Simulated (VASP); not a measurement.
Set up this calculation in VASP 6.6.1, as the native input.

| Item | Value |
| --- | --- |
| Task | single point |
| Functional | PBE |
| Potentials or basis | VASP PAW PBE potentials, release 64 (Co, Si) |
| Cutoff | 520 eV |
| k mesh | 14 × 14 × 14 |
| Occupations | fermi-dirac, width 0.03 eV |
| Spin | no spin polarisation |
| Dipole correction | no |
| Further INCAR settings | ALGO = Normal; EDIFF = 1e-06; NBANDS = 14 |

The structure of CoSi lies in POSCAR:

```
CoSi
1.0
    2.5819617674      0.0000000000      0.0000000000
    0.0000000000      2.5819617674      0.0000000000
    0.0000000000      0.0000000000      2.5819617674
Co Si
1 1
Direct
    0.0000000000      0.0000000000      0.0000000000
    0.5000000000      0.5000000000      0.5000000000
```

These files were run (other wordings do the same):

INCAR

```
PREC = Accurate
ENCUT = 520
EDIFF = 1E-6
ISMEAR = -1
SIGMA = 0.03
LREAL = F
LASPH = T
NELM = 100
ALGO = Normal
ISIF = 2
LWAVE = F
LCHARG = F
GGA = PE
NBANDS = 14
```

KPOINTS

```
regular mesh
0
Gamma
  14 14 14
```

Potentials or basis: VASP PAW PBE potentials, release 64 (Co, Si).

Run with:

```console
$ cat potpaw_PBE.64/Co/POTCAR potpaw_PBE.64/Si/POTCAR > POTCAR
$ mpirun -np 1 vasp_std > vasp.out
```

It gave:

```
Pressure               : 79.0 GPa
Band gap on the k mesh : zero (an odd number of electrons rules out a gap without spin polarisation)
```

Caveat: the cell stands under pressure; the run has no spin polarisation, though such a crystal can be magnetic.

Run time: 17 s on 1 thread of Intel(R) Xeon(R) Platinum 8259CL CPU @ 2.50GHz (Skylake/Cascade Lake), on a shared host, peak memory 0.14 GiB.
